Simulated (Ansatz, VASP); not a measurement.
## One calculation of Si3N, two programs

```xyz
8
Lattice="3.8333 0.0000 0.0000 0.0000 5.4212 0.0000 0.0000 0.0000 22.4878" Properties=species:S:1:pos:R:3 pbc="T T T"
Si    1.9167    0.0000    4.0000
Si    0.0000    1.3553    4.0000
Si    0.0000    2.7316    5.8663
Si    1.9167    4.0448    5.8663
Si    1.9167    0.0466    7.6878
Si    0.0000    1.3087    7.6878
N     3.8333    2.7572   10.7878
N     3.8333    2.7572   11.8878
```

Alike in both runs: task single point; functional PBE; dispersion D3(BJ); k mesh 7 × 5 × 1; occupations gaussian, width 0.05 eV; no spin polarisation.

```csv
,VASP,Ansatz
version,VASP 6.6.1,Ansatz 0.2.0
potentials or method,"VASP PAW PBE potentials, release 64 (Si, N), cutoff 520 eV","scalar-relativistic, plane waves, PAW"
valence electrons in the cell,34,34
```

```csv
,VASP,Ansatz,Ansatz less VASP
gap on the k mesh at the Fermi level (eV),none,none,-
rms of the force components (eV/Å),0.641,0.192,-0.4491
```

Atom by atom the forces differ by 0.519 eV/Å (rms over components). A gap of «none» marks a metal or a gap that the smearing closes. One of these differences is far larger than is usual between the two programs; its cause wasn't traced.

Noted on VASP's run: the standard files for N, O and F lose accuracy on very short bonds.
